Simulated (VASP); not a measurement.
# Nb (Fm-3m) in VASP: further runs, part 2 of 2

VASP 6.6.1. Earlier steps stand in the parts before.

**3. Single point, PBE**

This run uses another cell than the first one, of 18.01 Å³/atom, 1.021 times its volume.

INCAR reads:

```
SYSTEM = Nb
PREC = Accurate
ENCUT = 520
EDIFF = 1E-6
ISMEAR = -1
SIGMA = 0.06122561905347299
LREAL = .FALSE.
LASPH = .TRUE.
NELM = 60
ALGO = Normal
ISIF = 2
LWAVE = .FALSE.
LCHARG = .FALSE.
GGA = PE
NBANDS = 12
```

KPOINTS reads:

```
regular mesh
0
G
  15 15 15
  0 0 0
```

POSCAR reads:

```
Nb
1.0
    0.0000000000      2.0805895765      2.0805895765
    2.0805895765      0.0000000000      2.0805895765
    2.0805895765      2.0805895765      0.0000000000
Nb
1
Direct
    0.0000000000      0.0000000000      0.0000000000
```

Potentials or basis: VASP PAW PBE potentials, release 64 (Nb_sv).

On the command line:

```sh
$ cat potpaw_PBE.64/Nb_sv/POTCAR > POTCAR
$ mpirun -np 1 vasp_std > vasp.out
```

OUTCAR:

```text
SYSTEM = Nb
   PREC = Accurate
   ENCUT = 520
   EDIFF = 1E-6
   ISMEAR = -1
   LREAL = .FALSE.
   LASPH = .TRUE.
   NELM = 60
   ISIF = 2
   GGA = PE

 ion  position               nearest neighbor table
   1  0.000  0.000  0.000-

  LATTYP: Found a face centered cubic cell.
 ALAT       =     4.1611791530

  Lattice vectors:

 A1 = (   0.0000000000,   2.0805895765,   2.0805895765)
 A2 = (   2.0805895765,   0.0000000000,   2.0805895765)
 A3 = (   2.0805895765,   2.0805895765,   0.0000000000)

Analysis of symmetry for initial positions (statically):
=====================================================================
 Subroutine PRICEL returns:
 Original cell was already a primitive cell.

 Routine SETGRP: Setting up the symmetry group for a
 face centered cubic supercell.

 Subroutine GETGRP returns: Found 48 space group operations
 (whereof 48 operations were pure point group operations)
 out of a pool of 48 trial point group operations.

The static configuration has the point symmetry O_h .

Analysis of symmetry for dynamics (positions and initial velocities):
[... 166 lines left out ...]
      1     -43.2014      2.00000
      2     -18.5080      2.00000
      3     -18.5080      2.00000
      4     -18.5080      2.00000
      5       5.2233      2.00000
      6      11.6223      0.58265
      7      11.6223      0.58264
      8      11.6223      0.58264
      9      14.3690      0.00000
     10      14.3690      0.00000
     11      23.4079      0.00000
     12      28.3700      0.00000
[... 331 lines left out ...]
 k-point    24 :       0.2000    0.1333    0.0000
  band No.  band energies     occupation
      1     -43.1216      2.00000
      2     -18.9029      2.00000
      3     -18.6304      2.00000
      4     -18.6193      2.00000
      5       6.6290      2.00000
      6      10.4269      2.00000
      7      12.3143      0.00001
      8      12.4475      0.00000
      9      13.1668      0.00000
     10      14.8052      0.00000
     11      26.1159      0.00000
     12      26.7134      0.00000

 [... further k-points ...]

------------------------ aborting loop because EDIFF is reached ----------------------------------------

  FORCE on cell =-STRESS in cart. coord.  units (eV):
  Direction    XX          YY          ZZ          XY          YZ          ZX
  --------------------------------------------------------------------------------------
  -------------------------------------------------------------------------------------
  Total        0.7609923      0.7609923      0.7609923      0.0000000     -0.0000000      0.0000000
  in kB       67.6864245     67.6864245     67.6864245      0.0000000     -0.0000000      0.0000000
  external PRESSURE =      67.6864245 kB  Pullay stress =       0.0000000 kB

 VOLUME and BASIS-vectors are now :
 -----------------------------------------------------------------------------
  energy-cutoff  :      520.00
  volume of cell :       18.01
      direct lattice vectors                 reciprocal lattice vectors
     0.000000000  2.080589576  2.080589576    -0.240316498  0.240316498  0.240316498
     2.080589576  0.000000000  2.080589576     0.240316498 -0.240316498  0.240316498
     2.080589576  2.080589576  0.000000000     0.240316498  0.240316498 -0.240316498

 POSITION                                       TOTAL-FORCE (eV/Angst)
 -----------------------------------------------------------------------------------
      0.00000      0.00000      0.00000         0.000000     -0.000000     -0.000000
 -----------------------------------------------------------------------------------
    total drift:                               -0.000000      0.000000      0.000000

  FREE ENERGIE OF THE ION-ELECTRON SYSTEM (eV)
  ---------------------------------------------------
  free  energy   TOTEN  =        -9.8882536444 eV

  energy  without entropy=       -9.8706347444  energy(sigma->0) =       -9.87944419
```

OSZICAR:

```text
N       E                     dE             d eps       ncg     rms          rms(c)
DAV:   1     0.118845217203E+03    0.11885E+03   -0.73141E+03  2880   0.108E+03
DAV:   2    -0.541784180058E+01   -0.12426E+03   -0.12011E+03  3080   0.390E+02
DAV:   3    -0.998325907029E+01   -0.45654E+01   -0.43714E+01  4184   0.661E+01
DAV:   4    -0.103013804036E+02   -0.31812E+00   -0.31597E+00  4104   0.152E+01
DAV:   5    -0.103122272340E+02   -0.10847E-01   -0.10844E-01  4228   0.237E+00    0.700E+00
DAV:   6    -0.992847691341E+01    0.38375E+00   -0.60512E-01  4612   0.985E+00    0.251E+00
DAV:   7    -0.988293597075E+01    0.45541E-01   -0.19520E-01  4716   0.556E+00    0.999E-01
DAV:   8    -0.988818776508E+01   -0.52518E-02   -0.13348E-02  3408   0.153E+00    0.405E-02
DAV:   9    -0.988823944499E+01   -0.51680E-04   -0.95935E-04  4792   0.310E-01    0.438E-02
DAV:  10    -0.988825898456E+01   -0.19540E-04   -0.19153E-05  3492   0.617E-02    0.170E-02
DAV:  11    -0.988825373252E+01    0.52520E-05   -0.85534E-06  3644   0.512E-02    0.306E-03
DAV:  12    -0.988825364438E+01    0.88144E-07   -0.44762E-07  2172   0.610E-03
   1 F= -.98882536E+01 E0= -.98794442E+01  d E =-.176189E-01
```

stdout:

```text
POSCAR found type information on POSCAR Nb
 POSCAR found :  1 types and       1 ions
 scaLAPACK will be used
 LDA part: xc-table for (Slater+PW92), standard interpolation
 POSCAR, INCAR and KPOINTS ok, starting setup
 FFT: planning ... GRIDC
 FFT: planning ... GRID_SOFT
 FFT: planning ... GRID
 WAVECAR not read
 entering main loop
```

Wall time 11 s (1 thread of Intel Xeon Platinum 8488C (Sapphire Rapids), shared host); peak memory 0.15 GiB.

What came out:

```
Free energy : -9.8883 eV
Pressure    : 6.8 GPa
```

**4. Single point, PBE**

This run uses another cell than the first one, of 18.01 Å³/atom, 1.021 times its volume.

INCAR reads:

```
ALGO = Normal ; EDIFF = 1E-7
ENCUT = 520 ; GGA = PE
ISIF = 2 ; ISMEAR = -1
LASPH = True ; LCHARG = False
LREAL = False ; LWAVE = False
NBANDS = 12 ; NELM = 60
PREC = Accurate ; SIGMA = 0.06122561905347299
```

KPOINTS reads:

```
k-points
0
Gamma
  15 15 15
```

POSCAR is that of step 3.

Potentials or basis: VASP PAW PBE potentials, release 64 (Nb_sv).

On the command line:

```sh
$ cat potpaw_PBE.64/Nb_sv/POTCAR > POTCAR
$ mpirun -np 1 vasp_std > vasp.out
```

OUTCAR:

```text
EDIFF = 1E-7
   ENCUT = 520
   GGA = PE
   ISIF = 2
   ISMEAR = -1
   LASPH = True
   LREAL = False
   NELM = 60
   PREC = Accurate

 ion  position               nearest neighbor table
   1  0.000  0.000  0.000-

  LATTYP: Found a face centered cubic cell.
 ALAT       =     4.1611791530

  Lattice vectors:

 A1 = (   0.0000000000,   2.0805895765,   2.0805895765)
 A2 = (   2.0805895765,   0.0000000000,   2.0805895765)
 A3 = (   2.0805895765,   2.0805895765,   0.0000000000)

Analysis of symmetry for initial positions (statically):
[... 531 lines left out ...]
      7      12.3143      0.00001
      8      12.4475      0.00000
      9      13.1668      0.00000
     10      14.8052      0.00000
     11      26.1159      0.00000
     12      26.7134      0.00000

 [... further k-points ...]
[... 5 lines left out ...]
  --------------------------------------------------------------------------------------
  -------------------------------------------------------------------------------------
  Total        0.7608309      0.7608309      0.7608309      0.0000000     -0.0000000      0.0000000
  in kB       67.6720719     67.6720719     67.6720719      0.0000000     -0.0000000      0.0000000
  external PRESSURE =      67.6720719 kB  Pullay stress =       0.0000000 kB

 VOLUME and BASIS-vectors are now :
 -----------------------------------------------------------------------------
  energy-cutoff  :      520.00
  volume of cell :       18.01
      direct lattice vectors                 reciprocal lattice vectors
     0.000000000  2.080589576  2.080589576    -0.240316498  0.240316498  0.240316498
     2.080589576  0.000000000  2.080589576     0.240316498 -0.240316498  0.240316498
     2.080589576  2.080589576  0.000000000     0.240316498  0.240316498 -0.240316498

 POSITION                                       TOTAL-FORCE (eV/Angst)
 -----------------------------------------------------------------------------------
      0.00000      0.00000      0.00000         0.000000      0.000000      0.000000
 -----------------------------------------------------------------------------------
    total drift:                                0.000000     -0.000000     -0.000000

  FREE ENERGIE OF THE ION-ELECTRON SYSTEM (eV)
  ---------------------------------------------------
  free  energy   TOTEN  =        -9.8882536576 eV

  energy  without entropy=       -9.8706347576  energy(sigma->0) =       -9.87944421
```

OSZICAR:

```text
N       E                     dE             d eps       ncg     rms          rms(c)
DAV:   1     0.118845217203E+03    0.11885E+03   -0.73141E+03  2880   0.108E+03
DAV:   2    -0.541784180058E+01   -0.12426E+03   -0.12011E+03  3080   0.390E+02
DAV:   3    -0.998325907029E+01   -0.45654E+01   -0.43714E+01  4184   0.661E+01
DAV:   4    -0.103013804036E+02   -0.31812E+00   -0.31597E+00  4104   0.152E+01
DAV:   5    -0.103122272340E+02   -0.10847E-01   -0.10844E-01  4228   0.237E+00    0.700E+00
DAV:   6    -0.992847691341E+01    0.38375E+00   -0.60512E-01  4612   0.985E+00    0.251E+00
DAV:   7    -0.988293597075E+01    0.45541E-01   -0.19520E-01  4716   0.556E+00    0.999E-01
DAV:   8    -0.988818776508E+01   -0.52518E-02   -0.13348E-02  3408   0.153E+00    0.405E-02
DAV:   9    -0.988823944499E+01   -0.51680E-04   -0.95935E-04  4792   0.310E-01    0.438E-02
DAV:  10    -0.988825898456E+01   -0.19540E-04   -0.19153E-05  3492   0.617E-02    0.170E-02
DAV:  11    -0.988825373252E+01    0.52520E-05   -0.85534E-06  3644   0.512E-02    0.306E-03
DAV:  12    -0.988825365759E+01    0.74935E-07   -0.57622E-07  3980   0.610E-03
   1 F= -.98882537E+01 E0= -.98794442E+01  d E =-.176189E-01
```

stdout:

```text
POSCAR found type information on POSCAR Nb
 POSCAR found :  1 types and       1 ions
 scaLAPACK will be used
 LDA part: xc-table for (Slater+PW92), standard interpolation
 POSCAR, INCAR and KPOINTS ok, starting setup
 FFT: planning ... GRIDC
 FFT: planning ... GRID_SOFT
 FFT: planning ... GRID
 WAVECAR not read
 entering main loop
```

Wall time 12 s (1 thread of Intel Xeon Platinum 8488C (Sapphire Rapids), shared host); peak memory 0.15 GiB.

What came out:

* Free energy: -9.8883 eV
* Pressure: 6.8 GPa

**5. Single point, PBE**

This run uses another cell than the first one, of 18.39 Å³/atom, 1.043 times its volume.

INCAR reads:

```
SYSTEM = Nb
ALGO = Normal
EDIFF = 1E-6
ENCUT = 520
GGA = PE
ISIF = 2
ISMEAR = -1
LASPH = .TRUE.
LCHARG = .TRUE.
LELF = .TRUE.
LREAL = .FALSE.
LVHAR = .TRUE.
LWAVE = .FALSE.
NBANDS = 12
NELM = 60
PREC = Accurate
SIGMA = 0.06122561905347299
```

KPOINTS reads:

```
k-points
0
G
  15 15 15
  0 0 0
```

POSCAR reads:

```
Nb
1.0
    0.0000000000      2.0949389235      2.0949389235
    2.0949389235      0.0000000000      2.0949389235
    2.0949389235      2.0949389235      0.0000000000
Nb
1
Direct
    0.0000000000      0.0000000000      0.0000000000
```

On the command line:

```sh
$ cat potpaw_PBE.64/Nb_sv/POTCAR > POTCAR
$ mpirun -np 1 vasp_std > vasp.out
```

Run time: 12 s. Hardware: 1 thread of Intel Xeon Platinum 8488C (Sapphire Rapids), shared host; peak memory 0.15 GiB.

It converged, with:

- Free energy: -9.8999 eV
- Pressure: 3.0 GPa

Levels at points of the mesh, in eV from the Fermi level:
| k point | band 3 | band 4 | band 5 | band 6 | band 7 | band 8 | band 9 | band 10 |
| --- | --- | --- | --- | --- | --- | --- | --- | --- |
| (0.00, 0.00, 0.00) | -30.14 | -30.14 | -6.30 | 0.07 | 0.07 | 0.07 | 2.74 | 2.74 |

**6. Summary**

| cell | gap on the mesh (eV) | pressure (GPa) |
| --- | --- | --- |
| a = 2.922 Å, angles 60.0°, 1 atom | none | 10.9 |
| a = 2.942 Å, angles 60.0°, 1 atom | none | 6.8 |
| a = 2.963 Å, angles 60.0°, 1 atom | none | 3.0 |

Alike in all rows: task single point; level PBE; potentials or basis VASP PAW PBE potentials, release 64 (Nb_sv); no spin polarisation; k mesh 15 × 15 × 15; cutoff (eV) 520; smearing fermi-dirac 0.0612256 eV.

Total energies depend on the potentials used, so only differences within one code and one set of settings carry meaning.
